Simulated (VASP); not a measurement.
# P (P6/mmm) in VASP: a series of runs

The runs below take P through relaxation of cell and atoms, single point, with PBE.

All numbers are computed with VASP 6.6.1; they aren't measurements. Logs are shortened: lines on timing, memory, paths and dates and some standing lists are left out, and cuts for length are marked.

## Step 1: The cell of the first run

It takes space group P6/mmm (No. 191, hexagonal). The conventional cell has a = 4.035 Å, b = 4.035 Å, c = 2.504 Å, α = 90.00°, β = 90.00°, γ = 120.00°. Within 3.1 Å of P (site symmetry -6m2) lie 5 P at 2.33 to 2.50 Å.

The cell was built from a structure type or drawn by symmetry, and may not be a known phase.

## Step 2: Relaxation of cell and atoms, PBE

The input, INCAR:

```
SYSTEM = P
PREC     = Accurate       ! precision mode
ENCUT    = 600            ! plane-wave cutoff, eV
EDIFF    = 1E-6           ! SCF threshold, eV
ISMEAR   = 0              ! smearing method
SIGMA    = 0.1            ! smearing width, eV
LREAL    = .FALSE.        ! projectors in reciprocal space
LASPH    = .TRUE.         ! aspherical terms in the spheres
NELM     = 60             ! most SCF steps
ALGO     = Normal         ! electronic algorithm
ISIF     = 3              ! what is computed and relaxed
LWAVE    = .FALSE.        ! write WAVECAR
LCHARG   = .FALSE.        ! write CHGCAR
GGA      = PE             ! functional
IBRION   = 2              ! ionic algorithm
NSW      = 90             ! ionic steps
EDIFFG   = -0.04          ! ionic threshold
```

The input, KPOINTS:

```
regular mesh
0
G
  6 6 6
  0 0 0
```

The input, POSCAR:

```
P
1.0
    4.0347473501      0.0000000000      0.0000000000
   -2.0173736750      3.4941937030      0.0000000000
    0.0000000000      0.0000000000      2.5042967216
P
2
Direct
    0.3333333333      0.6666666667      0.0000000000
    0.6666666667      0.3333333333      0.0000000000
```

Potentials or basis: VASP PAW PBE potentials, release 64 (P).

Started as:

```
$ cat potpaw_PBE.64/P/POTCAR > POTCAR
$ mpirun -np 1 vasp_std > vasp.out
```

OUTCAR:

```text
SYSTEM = P
   PREC = Accurate
   ENCUT = 600
   EDIFF = 1E-6
   ISMEAR = 0
   LREAL = .FALSE.
   LASPH = .TRUE.
   NELM = 60
   ISIF = 3
   GGA = PE
   IBRION = 2
   NSW = 90
   EDIFFG = -0.04

 ion  position               nearest neighbor table
   1  0.333  0.667  0.000-   2 2.33   2 2.33   2 2.33
   2  0.667  0.333  0.000-   1 2.33   1 2.33   1 2.33

  LATTYP: Found a hexagonal cell.
 ALAT       =     4.0347473501
 C/A-ratio  =     0.6206824131

  Lattice vectors:

 A1 = (   4.0347473501,   0.0000000000,   0.0000000000)
 A2 = (  -2.0173736750,   3.4941937030,   0.0000000000)
 A3 = (   0.0000000000,   0.0000000000,   2.5042967216)

Analysis of symmetry for initial positions (statically):
=====================================================================
 Subroutine PRICEL returns:
 Original cell was already a primitive cell.

 Routine SETGRP: Setting up the symmetry group for a
 hexagonal supercell.

 Subroutine GETGRP returns: Found 24 space group operations
 (whereof 24 operations were pure point group operations)
 out of a pool of 24 trial point group operations.

The static configuration has the point symmetry D_6h.

Analysis of symmetry for dynamics (positions and initial velocities):
=====================================================================
 Subroutine PRICEL returns:
 Original cell was already a primitive cell.

 Routine SETGRP: Setting up the symmetry group for a
 hexagonal supercell.

 Subroutine GETGRP returns: Found 24 space group operations
 (whereof 24 operations were pure point group operations)
 out of a pool of 24 trial point group operations.

The dynamic configuration has the point symmetry D_6h.

 Subroutine INISYM returns: Found 24 space group operations
 (whereof 24 operations are pure point group operations),
 and found     1 'primitive' translations

----------------------------------------------------------------------------------------

                                     Primitive cell

  volume of cell :      35.3060

  direct lattice vectors                    reciprocal lattice vectors
     4.034747350  0.000000000  0.000000000     0.247846993  0.143094528  0.000000000
    -2.017373675  3.494193703  0.000000000     0.000000000  0.286189057  0.000000000
     0.000000000  0.000000000  2.504296722     0.000000000  0.000000000  0.399313704

  length of vectors
     4.034747350  4.034747350  2.504296722     0.286189057  0.286189057  0.399313704

  position of ions in fractional coordinates (direct lattice)
     0.333333333  0.666666667  0.000000000
     0.666666667  0.333333333  0.000000000

  ion indices of the primitive-cell ions
   primitive index   ion index
                 1           1
                 2           2

----------------------------------------------------------------------------------------

 KPOINTS: regular mesh

Automatic generation of k-mesh.
 Grid dimensions read from file:
 generate k-points for:    6    6    6

 Generating k-lattice:

  Cartesian coordinates                     Fractional coordinates (reciprocal lattice)
     0.041307832  0.023849088  0.000000000     0.166666667  0.000000000  0.000000000
     0.000000000  0.047698176  0.000000000     0.000000000  0.166666667  0.000000000
     0.000000000  0.000000000  0.066552284     0.000000000  0.000000000  0.166666667

  Length of vectors
     0.047698176  0.047698176  0.066552284

  Shift w.r.t. Gamma in fractional coordinates (k-lattice)
     0.000000000  0.000000000  0.000000000

 Subroutine IBZKPT returns following result:
 ===========================================

 Found     28 irreducible k-points:

 Following reciprocal coordinates:
            Coordinates               Weight
  0.000000  0.000000  0.000000      1.000000
  0.166667  0.000000  0.000000      6.000000
  0.333333  0.000000  0.000000      6.000000
  0.500000  0.000000  0.000000      3.000000
  0.166667  0.166667  0.000000      6.000000
  0.333333  0.166667  0.000000     12.000000
[... 16 lines left out ...]
  0.166667  0.000000  0.500000      6.000000
  0.333333  0.000000  0.500000      6.000000
 [... further k-points ...]
   k-points           NKPTS =     28   k-points in BZ     NKDIM =     28   number of bands    NBANDS=      9
   number of dos      NEDOS =    301   number of ions     NIONS =      2
   total plane-waves  NPLWV =  20480
   dimension x,y,z NGX =    32 NGY =   32 NGZ =   20
   dimension x,y,z NGXF=    64 NGYF=   64 NGZF=   40
   ions per type =               2
   NGX,Y,Z   is equivalent  to a cutoff of  13.19, 13.19, 13.28 a.u.
   NGXF,Y,Z  is equivalent  to a cutoff of  26.37, 26.37, 26.55 a.u.
 SYSTEM =  P
   PREC   = accura    normal or accurate (medium, high low for compatibility)
   ISTART =      0    job   : 0-new  1-cont  2-samecut
   ICHARG =      2    charge: 1-file 2-atom 10-const
   ISPIN  =      1    spin polarized calculation?
   LNONCOLLINEAR =      F non collinear calculations
   LSORBIT =      F    spin-orbit coupling
   LASPH  =      T    aspherical Exc in radial PAW
   ENCUT  =  600.0 eV  44.10 Ry    6.64 a.u.   8.06  8.06  5.00*2*pi/ulx,y,z
   NELM   =     60;   NELMIN=  2; NELMDL= -5     # of ELM steps
   EDIFF  = 0.1E-05   stopping-criterion for ELM
   LREAL  =      F    real-space projection
   EDIFFG = -.4E-01   stopping-criterion for IOM
   NSW    =     90    number of steps for IOM
   IBRION =      2    ionic relax: 0-MD 1-quasi-New 2-CG
   NFREE  =      1    steps in history (QN), initial steepest desc. (CG)
   ISIF   =      3    stress and relaxation
   ISYM   =      2    0-nonsym 1-usesym 2-fastsym
   POTIM  = 0.5000    time-step for ionic-motion
   TEBEG  =    0.0;   TEEND  =   0.0 temperature during run
   PSTRESS=    0.0 pullay stress
   NELECT =      10.0000    total number of electrons
   NUPDOWN=      -1.0000    fix difference up-down
   EMIN   =  10.00;   EMAX   =-10.00  energy-range for DOS
   EFERMI =   0.00;   METHOD = LEGACY
   ISMEAR =     0;   SIGMA  =   0.10  broadening in eV -4-tet -1-fermi 0-gaus
   EFERMI_NEDOS =   21; number of points for ismear=-14 and -15
   IALGO  =     38    algorithm
   IMIX   =      4    mixing-type and parameters
     AMIX     =   0.40;   BMIX     =  1.00
     AMIX_MAG =   1.60;   BMIX_MAG =  1.00
  volume/ion in A,a.u.               =      17.65       119.13
  Fermi-wavevector in a.u.,A,eV,Ry     =   1.075124  2.031689 15.726853  1.155891
  Thomas-Fermi vector in A             =   2.210971
   LORBIT       =      0    0 simple, 1 ext, 2 COOP (PROOUT), +10 PAW based schemes
   GGA     = PE    functional components
   LHFCALC =     F    Hartree Fock is set to
   AEXX    =    0.0000 exact exchange contribution
   IVDW    =     0    specifies the selected vdW correction
   LEPSILON=     F    determine dielectric tensor
   LRPA    =     F    only Hartree local field effects (RPA)
 conjugate gradient relaxation of ions
 non-spin polarized calculation
 Gauss-broadening in eV      SIGMA  =   0.10
  energy-cutoff  :      600.00
  volume of cell :       35.31
 maximum number of plane-waves:      1194
   NGX = 17   NGY = 17   NGZ = 11

--------------------------------------- Ionic step        1  -------------------------------------------

 number of electron      10.0000000 magnetization

 number of electron       9.9999999 magnetization

 Free energy of the ion-electron system (eV)
  ---------------------------------------------------
  ext. energy  EPLUGINS =         0.00000000
  ---------------------------------------------------
  free energy    TOTEN  =        -9.99232542 eV

  energy without entropy =       -9.97971651  energy(sigma->0) =       -9.98602097

------------------------ aborting loop because EDIFF is reached ----------------------------------------

  FORCE on cell =-STRESS in cart. coord.  units (eV):
  Direction    XX          YY          ZZ          XY          YZ          ZX
  --------------------------------------------------------------------------------------
  -------------------------------------------------------------------------------------
  Total        0.7751395      0.7751395     -2.1975500      0.0000000      0.0000000     -0.0000000
  in kB       35.1755867     35.1755867    -99.7241249      0.0000000      0.0000000     -0.0000000
  external PRESSURE =      -9.7909839 kB  Pullay stress =       0.0000000 kB
[... 89 lines left out ...]
  FREE ENERGIE OF THE ION-ELECTRON SYSTEM (eV)
  ---------------------------------------------------
  free  energy   TOTEN  =        -8.8086175320 eV

  energy  without entropy=       -8.8050741100  energy(sigma->0) =       -8.80684582

[... ionic steps 4 to 10 ...]

--------------------------------------- Ionic step       11  -------------------------------------------

 number of electron      10.0000000 magnetization

------------------------ aborting loop because EDIFF is reached ----------------------------------------

  FORCE on cell =-STRESS in cart. coord.  units (eV):
  Direction    XX          YY          ZZ          XY          YZ          ZX
  --------------------------------------------------------------------------------------
  -------------------------------------------------------------------------------------
  Total       -0.0265682     -0.0265682      0.0985414     -0.0000000      0.0000000      0.0000000
  in kB       -1.2284970     -1.2284970      4.5565032     -0.0000000      0.0000000      0.0000000
  external PRESSURE =       0.6998364 kB  Pullay stress =       0.0000000 kB
[... 57 lines left out ...]
  energy  without entropy=      -10.1692225322  energy(sigma->0) =      -10.17285025

--------------------------------------- Ionic step       13  -------------------------------------------

 number of electron      10.0000000 magnetization

 Free energy of the ion-electron system (eV)
  ---------------------------------------------------
  ext. energy  EPLUGINS =         0.00000000
  ---------------------------------------------------
  free energy    TOTEN  =       -10.17658675 eV

  energy without entropy =      -10.16910490  energy(sigma->0) =      -10.17284582

 E-fermi :   7.8007     XC(G=0): -10.2129

 val. band max:        7.7745560744   @ k =   0.1667   0.0000   0.1667
 cond. band min:       7.8758156632   @ k =   0.3333   0.1667   0.1667
 fundamental gap:      0.1012595888
 Fermi energy:         7.8007404180

 k-point     1 :       0.0000    0.0000    0.0000
  band No.  band energies     occupation
      1      -8.6473      2.00000
      2      -1.5022      2.00000
      3       1.5198      2.00000
      4       1.5198      2.00000
      5       6.3040      2.00000
      6       6.3040      2.00000
      7      11.8011      0.00000
      8      15.2378      0.00000
      9      17.5849      0.00000
[... 265 lines left out ...]
 k-point    24 :       0.3333    0.0000    0.5000
  band No.  band energies     occupation
      1      -2.1629      2.00000
      2      -0.2298      2.00000
      3       1.2936      2.00000
      4       2.4299      2.00000
      5       4.8504      2.00000
      6       8.4503      0.00000
      7      10.7019      0.00000
      8      11.7578      0.00000
      9      12.4520      0.00000

 [... further k-points ...]

------------------------ aborting loop because EDIFF is reached ----------------------------------------

  FORCE on cell =-STRESS in cart. coord.  units (eV):
  Direction    XX          YY          ZZ          XY          YZ          ZX
  --------------------------------------------------------------------------------------
  -------------------------------------------------------------------------------------
  Total       -0.0094326     -0.0094326     -0.0008309     -0.0000000     -0.0000000      0.0000000
  in kB       -0.4357108     -0.4357108     -0.0383831     -0.0000000     -0.0000000      0.0000000
  external PRESSURE =      -0.3032682 kB  Pullay stress =       0.0000000 kB
[... 17 lines left out ...]
  FREE ENERGIE OF THE ION-ELECTRON SYSTEM (eV)
  ---------------------------------------------------
  free  energy   TOTEN  =       -10.1765867498 eV

  energy  without entropy=      -10.1691048960  energy(sigma->0) =      -10.17284582

 reached required accuracy - stopping structural energy minimisation
```

Run time: 22 s. Hardware: 1 thread of Intel Xeon 6975P-C (Granite Rapids), shared host; peak memory 0.15 GiB.

Results:

```
Free energy                           : -10.1766 eV
Relaxed volume                        : 17.34 Å³/atom
Relaxed cell                          : a = 4.168 Å, b = 4.168 Å, c = 2.305 Å, α = 90.00°, β = 90.00°, γ = 120.00°
Space group after relaxing (to 0.1 Å) : P6/mmm (No. 191)
Pressure after relaxing               : 0.0 GPa
Band gap on the k mesh                : zero (bands 5 and 6 overlap by 3.61 eV)
```

Final structure:
```cif
data_structure
_symmetry_space_group_name_H-M 'P 1'
_symmetry_Int_Tables_number 1
_cell_length_a 4.1681
_cell_length_b 4.1681
_cell_length_c 2.3054
_cell_angle_alpha 90.000
_cell_angle_beta 90.000
_cell_angle_gamma 120.000
_cell_volume 34.69
loop_
_atom_site_label
_atom_site_type_symbol
_atom_site_fract_x
_atom_site_fract_y
_atom_site_fract_z
_atom_site_occupancy
P1 P 0.33333 0.66667 0.00000 1
P2 P 0.66667 0.33333 0.00000 1
```

Caveat: the k points lie up to 0.45 Å⁻¹ apart in the final cell, too coarse for converged energies and pressures of a metal.

[end of part 1 of 2]
